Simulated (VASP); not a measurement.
# Be2Tl (Pnnm) in VASP: further runs

Be2Tl is run at these levels: PBE; tasks: single point, relaxation of cell and atoms.

Program: VASP 6.6.1. These are calculated values, not measurements. Logs are shortened: lines on timing, memory, paths and dates and some standing lists are left out, and cuts for length are marked.

### Step 1. The cell of the first run

The structure is orthorhombic, space group Pnnm (No. 58). The conventional cell has a = 4.429 Å, b = 5.406 Å, c = 3.375 Å, α = 90.00°, β = 90.00°, γ = 90.00°. Within 2.9 Å of Be (site symmetry m) lie 1 Be at 2.21 Å and 3 Tl at 2.23 to 2.24 Å. Within 3.0 Å of Tl (site symmetry 2/m) lie 6 Be at 2.23 to 2.24 Å.

### Step 2. Single point, PBE

Contents of INCAR:

```
ALGO     = Normal         # electronic algorithm
EDIFF    = 1E-6           # SCF threshold, eV
ENCUT    = 520            # plane-wave cutoff, eV
GGA      = PE             # functional
ISIF     = 2              # what is computed and relaxed
ISMEAR   = 0              # smearing method
LASPH    = True           # aspherical terms in the spheres
LCHARG   = False          # write CHGCAR
LREAL    = False          # projectors in reciprocal space
LWAVE    = False          # write WAVECAR
NBANDS   = 26             # bands
NELM     = 100            # most SCF steps
PREC     = Accurate       # precision mode
SIGMA    = 0.1            # smearing width, eV
```

Contents of KPOINTS:

```
k-points
0
Gamma
  4 4 6
```

Contents of POSCAR:

```
Be2Tl
1.0
    4.4292423879      0.0000000000      0.0000000000
    0.0000000000      5.4058561529      0.0000000000
    0.0000000000      0.0000000000      3.3746988306
Be Tl
4 2
Direct
    0.2004000000      0.3787000000      0.0000000000
    0.7996000000      0.6213000000      0.0000000000
    0.7004000000      0.1213000000      0.5000000000
    0.2996000000      0.8787000000      0.5000000000
    0.0000000000      0.0000000000      0.0000000000
    0.5000000000      0.5000000000      0.5000000000
```

Potentials or basis: VASP PAW PBE potentials, release 64 (Be, Tl_d).

Run with:

```
$ cat potpaw_PBE.64/Be/POTCAR potpaw_PBE.64/Tl_d/POTCAR > POTCAR
$ mpirun -np 1 vasp_std > vasp.out
```

OUTCAR:

```text
EDIFF = 1E-6
   ENCUT = 520
   GGA = PE
   ISIF = 2
   ISMEAR = 0
   LASPH = True
   LREAL = False
   NELM = 100
   PREC = Accurate

 ion  position               nearest neighbor table
   1  0.200  0.379  0.000-   2 2.21   5 2.23   6 2.24   6 2.24
   2  0.800  0.621  0.000-   1 2.21   5 2.23   6 2.24   6 2.24
   3  0.700  0.121  0.500-   4 2.21   6 2.23   5 2.24   5 2.24
   4  0.300  0.879  0.500-   3 2.21   6 2.23   5 2.24   5 2.24
   5  0.000  0.000  0.000-   1 2.23   2 2.23   3 2.24   4 2.24   3 2.24   4 2.24   6 3.88   6 3.88
                             6 3.88   6 3.88   6 3.88   6 3.88   6 3.88   6 3.88
   6  0.500  0.500  0.500-   3 2.23   4 2.23   1 2.24   2 2.24   1 2.24   2 2.24   5 3.88   5 3.88
                             5 3.88   5 3.88   5 3.88   5 3.88   5 3.88   5 3.88

  LATTYP: Found a simple orthorhombic cell.
 ALAT       =     3.3746988306
 B/A-ratio  =     1.3124852350
 C/A-ratio  =     1.6018781006

  Lattice vectors:

 A1 = (   0.0000000000,   0.0000000000,   3.3746988306)
 A2 = (   4.4292423879,   0.0000000000,   0.0000000000)
 A3 = (   0.0000000000,   5.4058561529,   0.0000000000)

Analysis of symmetry for initial positions (statically):
=====================================================================
 Subroutine PRICEL returns:
 Original cell was already a primitive cell.

 Routine SETGRP: Setting up the symmetry group for a
 simple orthorhombic supercell.

 Subroutine GETGRP returns: Found  8 space group operations
 (whereof  4 operations were pure point group operations)
 out of a pool of  8 trial point group operations.

The static configuration has the point symmetry C_2h.
 The point group associated with its full space group is D_2h.

Analysis of symmetry for dynamics (positions and initial velocities):
=====================================================================
 Subroutine PRICEL returns:
 Original cell was already a primitive cell.

 Routine SETGRP: Setting up the symmetry group for a
 simple orthorhombic supercell.

 Subroutine GETGRP returns: Found  8 space group operations
 (whereof  4 operations were pure point group operations)
 out of a pool of  8 trial point group operations.

The dynamic configuration has the point symmetry C_2h.
 The point group associated with its full space group is D_2h.

 Subroutine INISYM returns: Found  8 space group operations
 (whereof  4 operations are pure point group operations),
 and found     1 'primitive' translations

----------------------------------------------------------------------------------------

                                     Primitive cell

  volume of cell :      80.8033

  direct lattice vectors                    reciprocal lattice vectors
     4.429242388  0.000000000  0.000000000     0.225772246  0.000000000  0.000000000
     0.000000000  5.405856153  0.000000000     0.000000000  0.184984574  0.000000000
     0.000000000  0.000000000  3.374698831     0.000000000  0.000000000  0.296322739

  length of vectors
     4.429242388  5.405856153  3.374698831     0.225772246  0.184984574  0.296322739

  position of ions in fractional coordinates (direct lattice)
     0.200400000  0.378700000  0.000000000
     0.799600000  0.621300000  0.000000000
     0.700400000  0.121300000  0.500000000
     0.299600000  0.878700000  0.500000000
     0.000000000  0.000000000  0.000000000
     0.500000000  0.500000000  0.500000000

  ion indices of the primitive-cell ions
   primitive index   ion index
                 1           1
                 2           2
                 3           3
                 4           4
                 5           5
                 6           6

----------------------------------------------------------------------------------------

 KPOINTS: k-points

Automatic generation of k-mesh.
 Grid dimensions read from file:
 generate k-points for:    4    4    6

 Generating k-lattice:

  Cartesian coordinates                     Fractional coordinates (reciprocal lattice)
     0.056443061  0.000000000  0.000000000     0.250000000  0.000000000  0.000000000
     0.000000000  0.046246144  0.000000000     0.000000000  0.250000000  0.000000000
     0.000000000  0.000000000  0.049387123     0.000000000  0.000000000  0.166666667

  Length of vectors
     0.056443061  0.046246144  0.049387123

  Shift w.r.t. Gamma in fractional coordinates (k-lattice)
     0.000000000  0.000000000  0.000000000

 Subroutine IBZKPT returns following result:
 ===========================================

 Found     36 irreducible k-points:

 Following reciprocal coordinates:
            Coordinates               Weight
  0.000000  0.000000  0.000000      1.000000
  0.250000  0.000000  0.000000      2.000000
  0.500000  0.000000  0.000000      1.000000
  0.000000  0.250000  0.000000      2.000000
  0.250000  0.250000  0.000000      4.000000
  0.500000  0.250000  0.000000      2.000000
[... 16 lines left out ...]
  0.250000  0.250000  0.333333      8.000000
  0.500000  0.250000  0.333333      4.000000
 [... further k-points ...]
   k-points           NKPTS =     36   k-points in BZ     NKDIM =     36   number of bands    NBANDS=     26
   number of dos      NEDOS =    301   number of ions     NIONS =      6
   total plane-waves  NPLWV =  40320
   dimension x,y,z NGX =    36 NGY =   40 NGZ =   28
   dimension x,y,z NGXF=    72 NGYF=   80 NGZF=   56
   ions per type =               4   2
   NGX,Y,Z   is equivalent  to a cutoff of  13.51, 12.30, 13.79 a.u.
   NGXF,Y,Z  is equivalent  to a cutoff of  27.02, 24.60, 27.59 a.u.
 SYSTEM =  unknown system
   PREC   = accura    normal or accurate (medium, high low for compatibility)
   ISTART =      0    job   : 0-new  1-cont  2-samecut
   ICHARG =      2    charge: 1-file 2-atom 10-const
   ISPIN  =      1    spin polarized calculation?
   LNONCOLLINEAR =      F non collinear calculations
   LSORBIT =      F    spin-orbit coupling
   LASPH  =      T    aspherical Exc in radial PAW
   ENCUT  =  520.0 eV  38.22 Ry    6.18 a.u.   8.24 10.05  6.27*2*pi/ulx,y,z
   NELM   =    100;   NELMIN=  2; NELMDL= -5     # of ELM steps
   EDIFF  = 0.1E-05   stopping-criterion for ELM
   LREAL  =      F    real-space projection
   EDIFFG = 0.1E-04   stopping-criterion for IOM
   NSW    =      0    number of steps for IOM
   IBRION =     -1    ionic relax: 0-MD 1-quasi-New 2-CG
   NFREE  =      0    steps in history (QN), initial steepest desc. (CG)
   ISIF   =      2    stress and relaxation
   ISYM   =      2    0-nonsym 1-usesym 2-fastsym
   POTIM  = 0.5000    time-step for ionic-motion
   TEBEG  =    0.0;   TEEND  =   0.0 temperature during run
   PSTRESS=    0.0 pullay stress
   NELECT =      34.0000    total number of electrons
   NUPDOWN=      -1.0000    fix difference up-down
   EMIN   =  10.00;   EMAX   =-10.00  energy-range for DOS
   EFERMI =   0.00;   METHOD = LEGACY
   ISMEAR =     0;   SIGMA  =   0.10  broadening in eV -4-tet -1-fermi 0-gaus
   EFERMI_NEDOS =   21; number of points for ismear=-14 and -15
   IALGO  =     38    algorithm
   IMIX   =      4    mixing-type and parameters
     AMIX     =   0.40;   BMIX     =  1.00
     AMIX_MAG =   1.60;   BMIX_MAG =  1.00
  volume/ion in A,a.u.               =      13.47        90.88
  Fermi-wavevector in a.u.,A,eV,Ry     =   1.226756  2.318232 20.475816  1.504930
  Thomas-Fermi vector in A             =   2.361745
   LORBIT       =      0    0 simple, 1 ext, 2 COOP (PROOUT), +10 PAW based schemes
   GGA     = PE    functional components
   LHFCALC =     F    Hartree Fock is set to
   AEXX    =    0.0000 exact exchange contribution
   IVDW    =     0    specifies the selected vdW correction
   LEPSILON=     F    determine dielectric tensor
   LRPA    =     F    only Hartree local field effects (RPA)
 non-spin polarized calculation
 Gauss-broadening in eV      SIGMA  =   0.10
  energy-cutoff  :      520.00
  volume of cell :       80.80
 maximum number of plane-waves:      2212
 NGX is ok and might be reduce to    36
   NGX = 17   NGY = 21   NGZ = 13

 number of electron      33.9999998 magnetization

 Free energy of the ion-electron system (eV)
  ---------------------------------------------------
  ext. energy  EPLUGINS =         0.00000000
  ---------------------------------------------------
  free energy    TOTEN  =       -10.44047527 eV

  energy without entropy =      -10.42946912  energy(sigma->0) =      -10.43497219

 E-fermi :   7.7218     XC(G=0): -10.8262

 val. band max:        7.6935556637   @ k =   0.0000   0.0000   0.3333
 cond. band min:       7.7308318156   @ k =   0.0000   0.2500   0.0000
 fundamental gap:      0.0372761520
 Fermi energy:         7.7217565021

 k-point     1 :       0.0000    0.0000    0.0000
  band No.  band energies     occupation
      1      -5.4632      2.00000
      2      -5.3779      2.00000
      3      -4.9883      2.00000
      4      -4.9810      2.00000
      5      -4.9533      2.00000
      6      -4.8427      2.00000
[... 18 lines left out ...]
     25      14.6184      0.00000
     26      15.4992      0.00000

 k-point     2 :       0.2500    0.0000    0.0000
  band No.  band energies     occupation
      1      -5.4494      2.00000
      2      -5.3887      2.00000
      3      -4.9833      2.00000
      4      -4.9588      2.00000
      5      -4.9465      2.00000
      6      -4.7718      2.00000
[... 18 lines left out ...]
     25      14.6253      0.00000
     26      15.0549      0.00000

 k-point     3 :       0.5000    0.0000    0.0000
  band No.  band energies     occupation
      1      -5.4175      2.00000
      2      -5.4175      2.00000
      3      -4.9758      2.00000
      4      -4.9758      2.00000
      5      -4.8400      2.00000
      6      -4.8400      2.00000
[... 572 lines left out ...]
 k-point    23 :       0.2500    0.2500    0.3333
  band No.  band energies     occupation
      1      -5.2613      2.00000
      2      -5.2141      2.00000
      3      -5.0662      2.00000
      4      -5.0028      2.00000
      5      -4.8386      2.00000
      6      -4.7628      2.00000
[... 18 lines left out ...]
     25      14.9950      0.00000
     26      16.5187      0.00000

 k-point    24 :       0.5000    0.2500    0.3333
  band No.  band energies     occupation
      1      -5.2667      2.00000
      2      -5.2667      2.00000
      3      -5.0392      2.00000
      4      -5.0392      2.00000
      5      -4.8109      2.00000
      6      -4.8109      2.00000
[... 18 lines left out ...]
     25      16.8372      0.00000
     26      16.8373      0.00000

 [... further k-points ...]
[... 5 lines left out ...]
  --------------------------------------------------------------------------------------
  -------------------------------------------------------------------------------------
  Total       14.0845656     13.5804728     19.7971918     -0.0000000      0.0000000      0.0000000
  in kB      279.2705152    269.2753010    392.5411758     -0.0000000      0.0000000      0.0000000
  external PRESSURE =     313.6956640 kB  Pullay stress =       0.0000000 kB

 VOLUME and BASIS-vectors are now :
 -----------------------------------------------------------------------------
  energy-cutoff  :      520.00
  volume of cell :       80.80
      direct lattice vectors                 reciprocal lattice vectors
     4.429242388  0.000000000  0.000000000     0.225772246  0.000000000  0.000000000
     0.000000000  5.405856153  0.000000000     0.000000000  0.184984574  0.000000000
     0.000000000  0.000000000  3.374698831     0.000000000  0.000000000  0.296322739

 POSITION                                       TOTAL-FORCE (eV/Angst)
 -----------------------------------------------------------------------------------
      0.88762      2.04720      0.00000        -0.776378      0.463376     -0.000000
      3.54162      3.35866      0.00000         0.776378     -0.463376      0.000000
      3.10224      0.65573      1.68735        -0.776378     -0.463376     -0.000000
      1.32700      4.75013      1.68735         0.776378      0.463376      0.000000
      0.00000      0.00000      0.00000         0.000000      0.000000      0.000000
      2.21462      2.70293      1.68735         0.000000      0.000000      0.000000
 -----------------------------------------------------------------------------------
    total drift:                                0.000000      0.000000      0.000000

  FREE ENERGIE OF THE ION-ELECTRON SYSTEM (eV)
  ---------------------------------------------------
  free  energy   TOTEN  =       -10.4404752656 eV

  energy  without entropy=      -10.4294691227  energy(sigma->0) =      -10.43497219
```

It took 25 s on 1 thread of Intel Xeon 6975P-C (Granite Rapids), shared host; peak memory 0.22 GiB.

What came out:

```
Free energy            : -10.4405 eV
Pressure               : 31.4 GPa
Largest force          : 0.904 eV/Å
Band gap on the k mesh : zero (band 17 reaches 10.20 eV, above the bottom of band 18 at 4.86 eV)
```

Forces in eV/Å, atoms in the order of the input:
```
Be  -0.776  0.463  0.000
Be   0.776 -0.463  0.000
Be  -0.776 -0.463  0.000
Be   0.776  0.463  0.000
Tl   0.000  0.000  0.000
Tl   0.000  0.000  0.000
```

Levels at points of the mesh, in eV from the Fermi level:
| k point | band 15 | band 16 | band 17 | band 18 | band 19 | band 20 | band 21 | band 22 |
| --- | --- | --- | --- | --- | --- | --- | --- | --- |
| (0.00, 0.00, 0.00) | -2.10 | -0.18 | 0.62 | 0.70 | 1.03 | 3.65 | 4.60 | 6.22 |
| (0.50, 0.00, 0.00) | -2.90 | -2.90 | 2.17 | 2.17 | 3.51 | 3.51 | 5.76 | 5.76 |
| (0.00, 0.50, 0.00) | -1.64 | -1.64 | 0.91 | 0.91 | 1.30 | 1.30 | 5.72 | 5.72 |
| (0.50, 0.50, 0.00) | 0.89 | 0.89 | 2.47 | 2.47 | 3.33 | 3.33 | 4.51 | 4.51 |
| (0.00, 0.00, 0.50) | -1.98 | -1.98 | -0.27 | -0.27 | 0.03 | 0.03 | 4.61 | 4.61 |
| (0.50, 0.00, 0.50) | -1.67 | -1.67 | -1.19 | -1.19 | -0.62 | -0.62 | 2.61 | 2.61 |
| (0.00, 0.50, 0.50) | -1.09 | -1.09 | -0.07 | -0.07 | 1.53 | 1.53 | 3.39 | 3.39 |
| (0.50, 0.50, 0.50) | -3.47 | -3.47 | -2.87 | -2.87 | 2.50 | 2.50 | 4.86 | 4.86 |

Caveat: spin-orbit coupling is left out, which moves the levels of the heavy elements.

### Step 3. Relaxation of cell and atoms, PBE

Contents of INCAR:

```
PREC     = Accurate       # precision mode
ENCUT    = 600            # plane-wave cutoff, eV
EDIFF    = 1E-6           # SCF threshold, eV
ISMEAR   = 0              # smearing method
SIGMA    = 0.1            # smearing width, eV
LREAL    = False          # projectors in reciprocal space
LASPH    = True           # aspherical terms in the spheres
NELM     = 60             # most SCF steps
ALGO     = Normal         # electronic algorithm
ISIF     = 3              # what is computed and relaxed
LWAVE    = False          # write WAVECAR
LCHARG   = False          # write CHGCAR
GGA      = PE             # functional
IBRION   = 2              # ionic algorithm
NSW      = 90             # ionic steps
EDIFFG   = -0.04          # ionic threshold
```

Contents of KPOINTS:

```
regular mesh
0
Gamma
  4 4 6
```

POSCAR is that of step 2.

Potentials or basis: VASP PAW PBE potentials, release 64 (Be, Tl_d).

Run with:

```
$ cat potpaw_PBE.64/Be/POTCAR potpaw_PBE.64/Tl_d/POTCAR > POTCAR
$ mpirun -np 1 vasp_std > vasp.out
```

Run time: 9.7 min. Hardware: 1 thread of Intel Xeon 6975P-C (Granite Rapids), shared host; peak memory 0.26 GiB.

The run converged. Its results:

| Quantity | Value |
| --- | --- |
| Free energy | -14.5496 eV |
| Relaxed volume | 16.64 Å³/atom |
| Relaxed cell | a = 4.447 Å, b = 4.822 Å, c = 4.656 Å, α = 90.00°, β = 90.00°, γ = 90.00° |
| Space group after relaxing (to 0.05 Å) | Immm (No. 71) |
| Energy gained by relaxing | 684.8 meV/atom |
| Ionic steps | 38 |
| Pressure after relaxing | 0.0 GPa |
| Largest force after relaxing | 0.035 eV/Å |
| Band gap on the k mesh | zero (band 17 reaches 6.38 eV, above the bottom of band 18 at 3.15 eV) |

Forces in eV/Å, atoms in the order of the input:
```
Be   0.033 -0.011  0.000
Be  -0.033  0.011  0.000
Be   0.033  0.011  0.000
Be  -0.033 -0.011  0.000
Tl   0.000  0.000  0.000
Tl   0.000  0.000  0.000
```

Stress tensor (GPa, compression positive):
```
 0.00  0.00  0.00
 0.00  0.14  0.00
 0.00  0.00 -0.19
```

Step by step:
```tsv
step	energy change (eV)	largest force (eV/Å)	pressure (GPa)	volume (Å³)
1	0.0000	0.9041	31.42	80.80
2	-2.2714	0.3259	-2.53	115.72
3	-2.3065	0.3547	-0.14	109.76
4	-2.3074	0.3499	-0.51	110.61
5	-2.3780	0.3343	-0.42	110.16
6	-2.5336	0.4843	0.21	108.58
7	-2.2742	2.3415	3.52	104.42
8	-2.5541	0.6390	0.56	108.00
9	-2.6320	0.7545	0.20	108.39
10	-2.9039	1.0055	-1.02	109.38
11	-3.4123	1.0606	-2.28	110.60
12	-1.6616	4.3930	5.11	110.09
13	-3.3812	1.2733	-1.98	110.73
14	-3.4464	0.4857	-0.71	110.84
15	-3.4740	1.0775	-1.44	110.85
16	-3.4850	0.8282	-1.14	110.86
17	-3.4865	0.9427	-1.25	110.86
18	-3.5392	0.4835	-1.21	110.75
19	-3.5453	0.2607	-1.12	110.70
20	-3.6016	0.2112	-1.18	110.21
21	-3.7222	0.2312	-1.08	108.68
22	-3.7963	0.5012	-0.87	105.38
23	-3.8269	0.3865	-0.25	104.14
24	-3.8470	0.2710	0.78	102.21
25	-3.8477	0.2613	0.99	101.79
26	-3.8683	0.2561	0.53	102.60
27	-3.8984	0.4008	-0.80	105.02
28	-3.9160	0.3643	-0.92	105.05
29	-3.9687	0.2549	-1.28	105.13
30	-4.0361	0.0386	-1.95	105.23
31	-4.0439	0.0469	-2.23	105.24
32	-4.0834	0.0868	-0.87	101.64
33	-4.0853	0.0961	-0.49	100.84
34	-4.0854	0.0981	-0.39	100.69
35	-4.0908	0.0811	-0.17	100.27
36	-4.0960	0.1207	0.36	99.36
37	-4.1008	0.1018	0.25	99.49
38	-4.1088	0.0352	-0.02	99.83
```

Final structure:
```yaml
crystal:
  lattice:
    - [4.44664, 0.00000, 0.00000]
    - [0.00000, 4.82181, 0.00000]
    - [0.00000, 0.00000, 4.65613]
  atoms:
    - { symbol: Be, position: [0.24689, 0.50113, 0.00000] }
    - { symbol: Be, position: [0.75311, 0.49887, 0.00000] }
    - { symbol: Be, position: [0.74689, 0.99887, 0.50000] }
    - { symbol: Be, position: [0.25311, 0.00113, 0.50000] }
    - { symbol: Tl, position: [0.00000, 0.00000, 0.00000] }
    - { symbol: Tl, position: [0.50000, 0.50000, 0.50000] }
```

Levels at points of the mesh, in eV from the Fermi level:
```csv
k point,band 15,band 16,band 17,band 18,band 19,band 20
"(0.00, 0.00, 0.00)",-1.48,-1.38,-0.10,0.54,1.04,1.27
"(0.50, 0.00, 0.00)",-1.10,-1.10,-0.96,-0.96,-0.25,-0.25
"(0.00, 0.50, 0.00)",-1.52,-1.52,0.24,0.24,0.26,0.26
"(0.50, 0.50, 0.00)",-0.59,-0.59,0.72,0.72,0.77,0.77
"(0.00, 0.00, 0.50)",-1.58,-1.58,-0.12,-0.12,0.32,0.32
"(0.50, 0.00, 0.50)",-0.71,-0.71,0.21,0.21,0.34,0.34
"(0.00, 0.50, 0.50)",-1.65,-1.65,0.51,0.51,3.93,3.93
"(0.50, 0.50, 0.50)",-4.08,-4.08,-2.49,-2.49,5.17,5.17
```

Caveat: the volume moved by over 15 % at a fixed basis, so the end points are rough; spin-orbit coupling is left out, which moves the levels of the heavy elements.
